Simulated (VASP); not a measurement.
Input of a VASP 6.6.1 run:

File INCAR:

```
ALGO = Fast ; EDIFF = 1E-6
ENCUT = 520 ; GGA = PS
ISIF = 2 ; ISMEAR = 0
LASPH = T ; LCHARG = F
LREAL = F ; LWAVE = F
NBANDS = 13 ; NELM = 80
PREC = Accurate ; SIGMA = 0.15
```

File KPOINTS:

```
k-points
0
Gamma
  26 26 26
```

The input POSCAR:

```
W
1.0
    0.0000000000      1.9989957669      1.9690108304
    1.9989957669      0.0000000000      1.9690108304
    1.9989957669      1.9989957669      0.0000000000
W
1
Direct
    0.0000000000      0.0000000000      0.0000000000
```

Potentials or basis: VASP PAW PBE potentials, release 64 (W_sv).

Launch:

```bash
$ cat potpaw_PBE.64/W_sv/POTCAR > POTCAR
$ mpirun -np 1 vasp_std > vasp.out
```

(1) Estimate the pressure.

(2) Estimate the band gap on the k mesh.

Results:

(1) 5.4 GPa.

(2) zero (bands 7 and 8 overlap by 4.10 eV).

Caveat: the cell differs from its parent crystal (strain +0.000 along x and y, -0.015 along z); the cell stands under pressure; the PAW data sets were made with another functional, which shifts forces and pressure a little; spin-orbit coupling is left out, which moves the levels of the heavy elements.
